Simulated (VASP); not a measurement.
# CaCu4Bi (F-43m) in VASP: further runs

The runs below take CaCu4Bi through single point, relaxation of cell and atoms, with PBE.

Program: VASP 6.6.1. These are calculated values, not measurements. Logs are shortened: lines on timing, memory, paths and dates and some standing lists are left out, and cuts for length are marked.

## (1) The cell of the first run

It takes space group F-43m (No. 216, cubic). Conventional cell: a = 7.284 Å, b = 7.284 Å, c = 7.284 Å, α = 90.00°, β = 90.00°, γ = 90.00°. Within 4.0 Å of Ca (site symmetry -43m) lie 12 Cu at 3.02 Å and 4 Bi at 3.15 Å. Within 3.4 Å of Cu (site symmetry 3m) lie 6 Cu at 2.55 to 2.60 Å and 3 Bi at 3.02 Å and 3 Ca at 3.02 Å. Bi (site symmetry -43m) has 12 Cu at 3.02 Å and 4 Ca at 3.15 Å within 4.0 Å.

The cell was generated, and may not be a known phase.

## (2) Single point, PBE

INCAR

```
PREC = Accurate ; ENCUT = 520
EDIFF = 1E-6 ; ISMEAR = 0
SIGMA = 0.1 ; LREAL = F
LASPH = T ; NELM = 100
ALGO = Fast ; ISIF = 2
LWAVE = F ; LCHARG = T
GGA = PE ; LELF = T
LVHAR = T ; NBANDS = 44
```

KPOINTS

```
regular mesh
0
Gamma
  4 4 4
```

POSCAR

```
CaCu4Bi
1.0
    0.0000000000      3.6420349000      3.6420349000
    3.6420349000      0.0000000000      3.6420349000
    3.6420349000      3.6420349000      0.0000000000
Ca Cu Bi
1 4 1
Direct
    0.0000000000      0.0000000000      0.0000000000
    0.8715317200      0.3761560900      0.3761560900
    0.3761560900      0.3761560900      0.3761560900
    0.3761560900      0.8715317200      0.3761560900
    0.3761560900      0.3761560900      0.8715317200
    0.7500000000      0.7500000000      0.7500000000
```

Potentials or basis: VASP PAW PBE potentials, release 64 (Ca_sv, Cu, Bi_d).

On the command line:

```sh
$ cat potpaw_PBE.64/Ca_sv/POTCAR potpaw_PBE.64/Cu/POTCAR potpaw_PBE.64/Bi_d/POTCAR > POTCAR
$ mpirun -np 1 vasp_std > vasp.out
```

OUTCAR:

```text
PREC = Accurate
   ENCUT = 520
   EDIFF = 1E-6
   ISMEAR = 0
   LREAL = F
   LASPH = T
   NELM = 100
   ISIF = 2
   GGA = PE

 ion  position               nearest neighbor table
   1  0.000  0.000  0.000-   6 3.15   6 3.15   6 3.15   6 3.15
   2  0.872  0.376  0.376-   3 2.55   4 2.55   5 2.55   3 2.60   5 2.60   4 2.60   6 3.02   6 3.02
                             6 3.02
   3  0.376  0.376  0.376-   2 2.55   4 2.55   5 2.55   5 2.60   4 2.60   2 2.60   6 3.02   6 3.02
                             6 3.02
   4  0.376  0.872  0.376-   2 2.55   3 2.55   5 2.55   5 2.60   3 2.60   2 2.60   6 3.02   6 3.02
                             6 3.02
   5  0.376  0.376  0.872-   2 2.55   3 2.55   4 2.55   3 2.60   4 2.60   2 2.60   6 3.02   6 3.02
                             6 3.02
   6  0.750  0.750  0.750-   4 3.02   5 3.02   2 3.02   5 3.02   2 3.02   4 3.02   3 3.02   3 3.02
                             3 3.02   5 3.02   4 3.02   2 3.02   1 3.15   1 3.15   1 3.15   1 3.15

  LATTYP: Found a face centered cubic cell.
 ALAT       =     7.2840698000

  Lattice vectors:

 A1 = (   0.0000000000,   3.6420349000,   3.6420349000)
 A2 = (   3.6420349000,   0.0000000000,   3.6420349000)
 A3 = (   3.6420349000,   3.6420349000,   0.0000000000)

Analysis of symmetry for initial positions (statically):
=====================================================================
 Subroutine PRICEL returns:
 Original cell was already a primitive cell.

 Routine SETGRP: Setting up the symmetry group for a
 face centered cubic supercell.

 Subroutine GETGRP returns: Found 24 space group operations
 (whereof 24 operations were pure point group operations)
 out of a pool of 48 trial point group operations.

The static configuration has the point symmetry T_d .

Analysis of symmetry for dynamics (positions and initial velocities):
=====================================================================
 Subroutine PRICEL returns:
 Original cell was already a primitive cell.

 Routine SETGRP: Setting up the symmetry group for a
 face centered cubic supercell.

 Subroutine GETGRP returns: Found 24 space group operations
 (whereof 24 operations were pure point group operations)
 out of a pool of 48 trial point group operations.

The dynamic configuration has the point symmetry T_d .

 Subroutine INISYM returns: Found 24 space group operations
 (whereof 24 operations are pure point group operations),
 and found     1 'primitive' translations

----------------------------------------------------------------------------------------

                                     Primitive cell

  volume of cell :      96.6189

  direct lattice vectors                    reciprocal lattice vectors
     0.000000000  3.642034900  3.642034900    -0.137285889  0.137285889  0.137285889
     3.642034900  0.000000000  3.642034900     0.137285889 -0.137285889  0.137285889
     3.642034900  3.642034900  0.000000000     0.137285889  0.137285889 -0.137285889

  length of vectors
     5.150615150  5.150615150  5.150615150     0.237786135  0.237786135  0.237786135

  position of ions in fractional coordinates (direct lattice)
     0.000000000  0.000000000  0.000000000
     0.871531720  0.376156090  0.376156090
     0.376156090  0.376156090  0.376156090
     0.376156090  0.871531720  0.376156090
     0.376156090  0.376156090  0.871531720
     0.750000000  0.750000000  0.750000000

  ion indices of the primitive-cell ions
   primitive index   ion index
                 1           1
                 2           2
                 3           3
                 4           4
                 5           5
                 6           6

----------------------------------------------------------------------------------------

 KPOINTS: regular mesh

Automatic generation of k-mesh.
 Grid dimensions read from file:
 generate k-points for:    4    4    4

 Generating k-lattice:

  Cartesian coordinates                     Fractional coordinates (reciprocal lattice)
    -0.034321472  0.034321472  0.034321472     0.250000000  0.000000000  0.000000000
     0.034321472 -0.034321472  0.034321472     0.000000000  0.250000000  0.000000000
     0.034321472  0.034321472 -0.034321472     0.000000000  0.000000000  0.250000000

  Length of vectors
     0.059446534  0.059446534  0.059446534

  Shift w.r.t. Gamma in fractional coordinates (k-lattice)
     0.000000000  0.000000000  0.000000000

 Subroutine IBZKPT returns following result:
 ===========================================

 Found      8 irreducible k-points:

 Following reciprocal coordinates:
            Coordinates               Weight
  0.000000  0.000000  0.000000      1.000000
  0.250000  0.000000  0.000000      8.000000
  0.500000  0.000000  0.000000      4.000000
  0.250000  0.250000  0.000000      6.000000
  0.500000  0.250000  0.000000     24.000000
 -0.250000  0.250000  0.000000     12.000000
  0.500000  0.500000  0.000000      3.000000
[... 58 lines left out ...]

 number of electron      68.9999981 magnetization

 Free energy of the ion-electron system (eV)
  ---------------------------------------------------
  ext. energy  EPLUGINS =         0.00000000
  ---------------------------------------------------
  free energy    TOTEN  =       -21.26751182 eV

  energy without entropy =      -21.26070783  energy(sigma->0) =      -21.26410982

 E-fermi :   8.0864     XC(G=0): -11.6284

 val. band max:        8.0183332594   @ k =  -0.2500   0.2500   0.0000
 cond. band min:       8.3125157922   @ k =   0.5000   0.2500   0.0000
 fundamental gap:      0.2941825327
 Fermi energy:         8.0864106064

 k-point     1 :       0.0000    0.0000    0.0000
  band No.  band energies     occupation
      1     -33.0681      2.00000
      2     -15.1480      2.00000
      3     -15.1480      2.00000
      4     -15.1480      2.00000
      5     -15.0948      2.00000
      6     -15.0948      2.00000
[... 36 lines left out ...]
     43      11.9265      0.00000
     44      14.1709      0.00000

 k-point     2 :       0.2500    0.0000    0.0000
  band No.  band energies     occupation
      1     -33.0678      2.00000
      2     -15.1429      2.00000
      3     -15.1429      2.00000
      4     -15.1310      2.00000
      5     -15.0951      2.00000
      6     -15.0951      2.00000
[... 36 lines left out ...]
     43      13.0592      0.00000
     44      14.2992      0.00000

 k-point     3 :       0.5000    0.0000    0.0000
  band No.  band energies     occupation
      1     -33.0676      2.00000
      2     -15.1382      2.00000
      3     -15.1382      2.00000
      4     -15.1122      2.00000
      5     -15.0952      2.00000
      6     -15.0952      2.00000
[... 36 lines left out ...]
     43      13.3469      0.00000
     44      14.5568      0.00000

 k-point     4 :       0.2500    0.2500    0.0000
  band No.  band energies     occupation
      1     -33.0677      2.00000
      2     -15.1378      2.00000
      3     -15.1378      2.00000
      4     -15.1318      2.00000
      5     -15.0972      2.00000
      6     -15.0941      2.00000
[... 36 lines left out ...]
     43      13.3509      0.00000
     44      14.9121      0.00000

 k-point     5 :       0.5000    0.2500    0.0000
  band No.  band energies     occupation
      1     -33.0675      2.00000
      2     -15.1325      2.00000
      3     -15.1325      2.00000
      4     -15.1131      2.00000
      5     -15.0979      2.00000
      6     -15.0944      2.00000
[... 36 lines left out ...]
     43      13.5406      0.00000
     44      14.7551      0.00000

 k-point     6 :      -0.2500    0.2500    0.0000
  band No.  band energies     occupation
      1     -33.0676      2.00000
      2     -15.1374      2.00000
      3     -15.1341      2.00000
      4     -15.1168      2.00000
      5     -15.0958      2.00000
      6     -15.0955      2.00000
[... 36 lines left out ...]
     43      14.0352      0.00000
     44      14.1112      0.00000

 k-point     7 :       0.5000    0.5000    0.0000
  band No.  band energies     occupation
      1     -33.0674      2.00000
      2     -15.1270      2.00000
      3     -15.1270      2.00000
      4     -15.1121      2.00000
      5     -15.1024      2.00000
      6     -15.0933      2.00000
[... 36 lines left out ...]
     43      13.7458      0.00000
     44      14.2084      0.00000

 k-point     8 :      -0.2500    0.5000    0.2500
  band No.  band energies     occupation
      1     -33.0674      2.00000
      2     -15.1291      2.00000
      3     -15.1291      2.00000
      4     -15.1095      2.00000
      5     -15.0978      2.00000
      6     -15.0955      2.00000
[... 36 lines left out ...]
     43      14.1999      0.00000
     44      14.4965      0.00000

------------------------ aborting loop because EDIFF is reached ----------------------------------------

  FORCE on cell =-STRESS in cart. coord.  units (eV):
  Direction    XX          YY          ZZ          XY          YZ          ZX
  --------------------------------------------------------------------------------------
  -------------------------------------------------------------------------------------
  Total        4.0574186      4.0574186      4.0574186      0.0000000      0.0000000      0.0000000
  in kB       67.2818759     67.2818759     67.2818759      0.0000000      0.0000000      0.0000000
  external PRESSURE =      67.2818759 kB  Pullay stress =       0.0000000 kB

 VOLUME and BASIS-vectors are now :
 -----------------------------------------------------------------------------
  energy-cutoff  :      520.00
  volume of cell :       96.62
      direct lattice vectors                 reciprocal lattice vectors
     0.000000000  3.642034900  3.642034900    -0.137285889  0.137285889  0.137285889
     3.642034900  0.000000000  3.642034900     0.137285889 -0.137285889  0.137285889
     3.642034900  3.642034900  0.000000000     0.137285889  0.137285889 -0.137285889

 POSITION                                       TOTAL-FORCE (eV/Angst)
 -----------------------------------------------------------------------------------
      0.00000      0.00000      0.00000        -0.000000     -0.000000     -0.000000
      2.73995      4.54412      4.54412        -0.171192      0.171192      0.171192
      2.73995      2.73995      2.73995        -0.171192     -0.171192     -0.171192
      4.54412      2.73995      4.54412         0.171192     -0.171192      0.171192
      4.54412      4.54412      2.73995         0.171192      0.171192     -0.171192
      5.46305      5.46305      5.46305        -0.000000     -0.000000     -0.000000
 -----------------------------------------------------------------------------------
    total drift:                                0.000014      0.000014      0.000014

  FREE ENERGIE OF THE ION-ELECTRON SYSTEM (eV)
  ---------------------------------------------------
  free  energy   TOTEN  =       -21.2675118192 eV

  energy  without entropy=      -21.2607078263  energy(sigma->0) =      -21.26410982
```

It took 84 s on 1 thread of Oxide Virtual Turin-like, shared host; peak memory 0.22 GiB.

Results:

* Free energy: -21.2675 eV
* Pressure: 6.7 GPa
* Largest force: 0.297 eV/Å
* Band gap on the k mesh: zero (an odd number of electrons rules out a gap without spin polarisation)

Forces in eV/Å, atoms in the order of the input:
```
Ca   0.000  0.000  0.000
Cu  -0.171  0.171  0.171
Cu  -0.171 -0.171 -0.171
Cu   0.171 -0.171  0.171
Cu   0.171  0.171 -0.171
Bi   0.000  0.000  0.000
```

Caveat: the k points lie up to 0.37 Å⁻¹ apart, too coarse for converged energies and pressures of a metal; spin-orbit coupling is left out, which moves the levels of the heavy elements.

## (3) Single point, PBE

This run uses another cell than the first one, of 17.24 Å³/atom.

INCAR

```
SYSTEM = CaCu4Bi
PREC = Accurate
ENCUT = 520
EDIFF = 1E-6
ISMEAR = 0
SIGMA = 0.1
LREAL = .FALSE.
LASPH = .TRUE.
NELM = 100
ALGO = Normal
ISIF = 2
LWAVE = .FALSE.
LCHARG = .FALSE.
GGA = PE
NBANDS = 44
```

KPOINTS

```
Automatic mesh
0
G
  4 4 4
  0 0 0
```

POSCAR

```
CaCu4Bi
1.0
    0.0000000000      3.7254873744      3.7254873744
    3.7254873744      0.0000000000      3.7254873744
    3.7254873744      3.7254873744      0.0000000000
Ca Cu Bi
1 4 1
Direct
    0.0000000000      0.0000000000      0.0000000000
    0.8772431184      0.3742522939      0.3742522939
    0.3742522939      0.3742522939      0.3742522939
    0.3742522939      0.8772431184      0.3742522939
    0.3742522939      0.3742522939      0.8772431184
    0.7500000000      0.7500000000      0.7500000000
```

Potentials or basis: VASP PAW PBE potentials, release 64 (Ca_sv, Cu, Bi_d).

On the command line:

```sh
$ cat potpaw_PBE.64/Ca_sv/POTCAR potpaw_PBE.64/Cu/POTCAR potpaw_PBE.64/Bi_d/POTCAR > POTCAR
$ mpirun -np 1 vasp_std > vasp.out
```

Run time: 39 s. Hardware: 1 thread of Oxide Virtual Turin-like, shared host; peak memory 0.21 GiB.

It converged, with:

| Quantity | Value |
| --- | --- |
| Free energy | -21.4242 eV |
| Pressure | 0.4 GPa |
| Band gap on the k mesh | zero (an odd number of electrons rules out a gap without spin polarisation) |

Levels at points of the mesh, in eV from the Fermi level:
```tsv
k point	band 32	band 33	band 34	band 35	band 36	band 37	band 38	band 39
(0.00, 0.00, 0.00)	-1.89	-1.89	-1.89	-0.12	0.68	0.68	1.80	1.80
(0.50, 0.00, 0.00)	-2.00	-1.58	-1.58	-0.18	0.59	0.59	2.04	2.04
(0.50, 0.50, 0.00)	-2.57	-1.53	-1.53	-0.77	2.28	2.28	2.37	3.02
```

Caveat: the k points lie up to 0.37 Å⁻¹ apart, too coarse for converged energies and pressures of a metal; spin-orbit coupling is left out, which moves the levels of the heavy elements.

## (4) Relaxation of cell and atoms, PBE

INCAR

```
SYSTEM = CaCu4Bi
PREC = Accurate
ENCUT = 600
EDIFF = 1E-7
ISMEAR = 0
SIGMA = 0.1
LREAL = .False.
LASPH = .True.
NELM = 80
ALGO = Normal
ISIF = 3
LWAVE = .False.
LCHARG = .False.
GGA = PE
IBRION = 2
NSW = 90
EDIFFG = -0.04
```

KPOINTS

```
Automatic mesh
0
Gamma
  4 4 4
  0 0 0
```

POSCAR

```
CaCu4Bi
1.0
    0.0000000000      3.6420349000      3.6420349000
    3.6420349000      0.0000000000      3.6420349000
    3.6420349000      3.6420349000      0.0000000000
Ca Cu Bi
1 4 1
Direct
    0.0000000000      0.0000000000      0.0000000000
    0.8715317200      0.3761560900      0.3761560900
    0.3761560900      0.3761560900      0.3761560900
    0.3761560900      0.8715317200      0.3761560900
    0.3761560900      0.3761560900      0.8715317200
    0.7500000000      0.7500000000      0.7500000000
```

On the command line:

```sh
$ cat potpaw_PBE.64/Ca_sv/POTCAR potpaw_PBE.64/Cu/POTCAR potpaw_PBE.64/Bi_d/POTCAR > POTCAR
$ mpirun -np 1 vasp_std > vasp.out
```

Wall time 5.5 min (1 thread of Oxide Virtual Turin-like, shared host); peak memory 0.25 GiB.

It converged, with:

```
Free energy                           : -21.4237 eV
Relaxed volume                        : 17.28 Å³/atom
Relaxed cell                          : a = 5.273 Å, b = 5.273 Å, c = 5.273 Å, α = 60.00°, β = 60.00°, γ = 60.00°
Space group after relaxing (to 0.1 Å) : F-43m (No. 216)
Energy gained by relaxing             : 25.9 meV/atom
Ionic steps                           : 6
Pressure after relaxing               : 0.2 GPa
Band gap on the k mesh                : zero (an odd number of electrons rules out a gap without spin polarisation)
```

Forces in eV/Å, atoms in the order of the input:
```
Ca   0.000  0.000  0.000
Cu  -0.002  0.002  0.002
Cu  -0.002 -0.002 -0.002
Cu   0.002 -0.002  0.002
Cu   0.002  0.002 -0.002
Bi   0.000  0.000  0.000
```

The path:
```tsv
step	energy change (eV)	largest force (eV/Å)	pressure (GPa)	volume (Å³)
1	0.0000	0.2968	6.77	96.62
2	-0.1392	0.0970	-1.77	106.45
3	-0.1521	0.1280	-0.15	104.03
4	-0.1521	0.1302	0.01	103.88
5	-0.1544	0.0762	0.07	103.79
6	-0.1555	0.0026	0.18	103.66
```

Final structure:
```
Ca Cu Bi
1.0
     0.00000    3.72840    3.72840
     3.72840    0.00000    3.72840
     3.72840    3.72840    0.00000
Ca Cu Bi
1 4 1
Direct
  0.00000 0.00000 0.00000
  0.87725 0.37425 0.37425
  0.37425 0.37425 0.37425
  0.37425 0.87725 0.37425
  0.37425 0.37425 0.87725
  0.75000 0.75000 0.75000
```

Levels at points of the mesh, in eV from the Fermi level:
| k point | band 31 | band 32 | band 33 | band 34 | band 35 | band 36 | band 37 | band 38 | band 39 | band 40 |
| --- | --- | --- | --- | --- | --- | --- | --- | --- | --- | --- |
| (0.00, 0.00, 0.00) | -1.99 | -1.88 | -1.88 | -1.88 | -0.11 | 0.68 | 0.68 | 1.80 | 1.80 | 1.80 |
| (0.50, 0.00, 0.00) | -2.26 | -1.99 | -1.57 | -1.57 | -0.18 | 0.59 | 0.59 | 2.05 | 2.05 | 3.58 |
| (0.50, 0.50, 0.00) | -2.56 | -2.56 | -1.53 | -1.53 | -0.76 | 2.29 | 2.29 | 2.38 | 3.01 | 4.04 |

Caveat: the k points lie up to 0.36 Å⁻¹ apart in the final cell, too coarse for converged energies and pressures of a metal; spin-orbit coupling is left out, which moves the levels of the heavy elements.

## (5) Single point, PBE

This run uses another cell than the first one, of 17.22 Å³/atom.

INCAR

```
ALGO = Fast
EDIFF = 1E-6
ENCUT = 520
GGA = PE
ISIF = 2
ISMEAR = 0
LASPH = T
LCHARG = F
LREAL = F
LWAVE = F
NBANDS = 44
NELM = 60
PREC = Accurate
SIGMA = 0.1
```

KPOINTS

```
k-points
0
Gamma
  10 10 10
```

POSCAR

```
CaCu4Bi
1.0
    0.0000000000      3.7242353674      3.7242353674
    3.7242353674      0.0000000000      3.7242353674
    3.7242353674      3.7242353674      0.0000000000
Ca Cu Bi
1 4 1
Direct
    0.0000000000      0.0000000000      0.0000000000
    0.6257957545      0.6257957545      0.1226127365
    0.6257957545      0.1226127365      0.6257957545
    0.1226127365      0.6257957545      0.6257957545
    0.6257957545      0.6257957545      0.6257957545
    0.2500000000      0.2500000000      0.2500000000
```

On the command line:

```sh
$ cat potpaw_PBE.64/Ca_sv/POTCAR potpaw_PBE.64/Cu/POTCAR potpaw_PBE.64/Bi_d/POTCAR > POTCAR
$ mpirun -np 1 vasp_std > vasp.out
```

It took 20 min on 1 thread of Oxide Virtual Turin-like, shared host; peak memory 0.34 GiB.

Results (log left out):

| Item | Value |
| --- | --- |
| Free energy | -21.4940 eV |
| Pressure | 0.3 GPa |
| Largest force | 0.011 eV/Å |
| Band gap on the k mesh | zero (an odd number of electrons rules out a gap without spin polarisation) |

Forces in eV/Å, atoms in the order of the input:
```
Ca   0.000  0.000  0.000
Cu  -0.006 -0.006  0.006
Cu  -0.006  0.006 -0.006
Cu   0.006 -0.006 -0.006
Cu   0.006  0.006  0.006
Bi   0.000  0.000  0.000
```

Levels at points of the mesh, in eV from the Fermi level:
```
           k point  band 31  band 32  band 33  band 34  band 35  band 36  band 37  band 38  band 39  band 40
(0.00, 0.00, 0.00)    -1.83    -1.73    -1.73    -1.73     0.03     0.85     0.85     1.97     1.97     1.97
(0.50, 0.00, 0.00)    -2.10    -1.83    -1.42    -1.42    -0.02     0.75     0.75     2.22     2.22     3.75
(0.50, 0.50, 0.00)    -2.41    -2.40    -1.37    -1.37    -0.61     2.46     2.46     2.55     3.19     4.23
```

Caveat: spin-orbit coupling is left out, which moves the levels of the heavy elements.

## (6) The runs side by side

| task | cell | k mesh | cutoff (eV) | gap on the mesh (eV) | pressure (GPa) | largest force (eV/Å) |
| --- | --- | --- | --- | --- | --- | --- |
| single point | a = 5.151 Å, angles 60.0°, 6 atoms, atomic positions A | 4 × 4 × 4 | 520 | none | 6.7 | 0.30 |
| single point | a = 5.269 Å, angles 60.0°, 6 atoms, atomic positions B | 4 × 4 × 4 | 520 | none | 0.4 | - |
| relaxation of cell and atoms | relaxed from a = 5.151 Å, angles 60.0°, 6 atoms, atomic positions A | 4 × 4 × 4 | 600 | none | 0.2 | - |
| single point | a = 5.267 Å, angles 60.0°, 6 atoms, atomic positions C | 10 × 10 × 10 | 520 | none | 0.3 | 0.01 |

Alike in all rows: level PBE; potentials or basis VASP PAW PBE potentials, release 64 (Ca_sv, Cu, Bi_d); no spin polarisation; smearing gaussian 0.1 eV.

Caveats: some runs use coarse meshes; spin-orbit coupling is left out, which moves the levels of the heavy elements.

Total energies depend on the potentials used, so only differences within one code and one set of settings carry meaning.

The gap in the log of VASP goes by the Fermi energy; the results here count the filled bands.